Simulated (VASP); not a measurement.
Wanted: the native input for a VASP 6.6.1 run.

```
Task                   : single point
Functional             : PBE
Potentials or basis    : VASP PAW PBE potentials, release 64 (Nb_sv, C)
Cutoff                 : 520 eV
k mesh                 : 4 × 4 × 4
Occupations            : gaussian, width 0.1 eV
Spin                   : no spin polarisation
Dipole correction      : no
Further INCAR settings : ALGO = Normal; EDIFF = 1e-06; NBANDS = 36
```

The structure of Nb3C4 lies in POSCAR:

```
Nb3C4
1.0
    3.8192321900      0.0000000000      0.0000000000
    0.0000000000      3.8192321900      0.0000000000
    0.0000000000      0.0000000000      3.8192321900
Nb C
3 4
Direct
    0.0000000000      0.5000000000      0.5000000000
    0.5000000000      0.0000000000      0.5000000000
    0.5000000000      0.5000000000      0.0000000000
    0.5000000000      0.0000000000      0.0000000000
    0.0000000000      0.5000000000      0.0000000000
    0.0000000000      0.0000000000      0.5000000000
    0.0000000000      0.0000000000      0.0000000000
```

The cell was generated, and may not be a known phase.

These files were run (other wordings do the same):

INCAR

```
SYSTEM = Nb3C4
  PREC = Accurate
  ENCUT = 520
  EDIFF = 1E-6
  ISMEAR = 0
  SIGMA = 0.1
  LREAL = .FALSE.
  LASPH = .TRUE.
  NELM = 80
  ALGO = Normal
  ISIF = 2
  LWAVE = .FALSE.
  LCHARG = .FALSE.
  GGA = PE
  NBANDS = 36
```

KPOINTS

```
Automatic mesh
0
G
  4 4 4
  0 0 0
```

Potentials or basis: VASP PAW PBE potentials, release 64 (Nb_sv, C).

Run with:

```sh
$ cat potpaw_PBE.64/Nb_sv/POTCAR potpaw_PBE.64/C/POTCAR > POTCAR
$ mpirun -np 1 vasp_std > vasp.out
```

Results of the run:

| Property | Result |
| --- | --- |
| Pressure | 198.3 GPa |
| Band gap on the k mesh | zero (an odd number of electrons rules out a gap without spin polarisation) |

Caveat: the k points lie up to 0.41 Å⁻¹ apart, too coarse for converged energies and pressures of a metal.

It took 29 s on 1 thread of Intel(R) Xeon(R) Platinum 8488C (Sapphire Rapids) (shared host), peak memory 0.16 GiB.
